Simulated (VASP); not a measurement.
Ag:

```
CELL_PARAMETERS angstrom
0.00000 2.04500 2.04500
2.04500 0.00000 2.04500
2.04500 2.04500 0.00000
ATOMIC_POSITIONS crystal
Ag 0.00000 0.00000 0.00000
```

```yaml
Program: VASP 6.6.1
Task: relaxation of cell and atoms
Functional: LDA
Potentials_or_basis: VASP PAW LDA potentials, release 64 (Ag)
Cutoff: 500 eV
k_mesh: 7 × 7 × 7
Occupations: fermi-dirac, width 0.1 eV
Spin: no spin polarisation
```

At the start: pressure -7.8 GPa; volume 17.10 Å³/atom.

Question: How do energy, volume and symmetry change on relaxing?

Answer: Over 3 steps the energy falls by 29.3 meV/atom and the volume is 16.00 Å³/atom (-6.5 %); space group Fm-3m (No. 225, to 0.1 Å) before and after.

Step by step:
| step | energy change (eV) | largest force (eV/Å) | pressure (GPa) | volume (Å³) |
| --- | --- | --- | --- | --- |
| 1 | 0.0000 | 0.0000 | -7.80 | 17.10 |
| 2 | -0.0064 | 0.0000 | 9.07 | 15.12 |
| 3 | -0.0293 | 0.0000 | -0.08 | 16.00 |

Final structure:
```
Ag
1.0
     0.00000    1.99981    1.99981
     1.99981    0.00000    1.99981
     1.99981    1.99981    0.00000
Ag
1
Cartesian
  0.0000 0.0000 0.0000
```

Caveat: the k points lie up to 0.39 Å⁻¹ apart in the final cell, too coarse for converged energies and pressures of a metal.
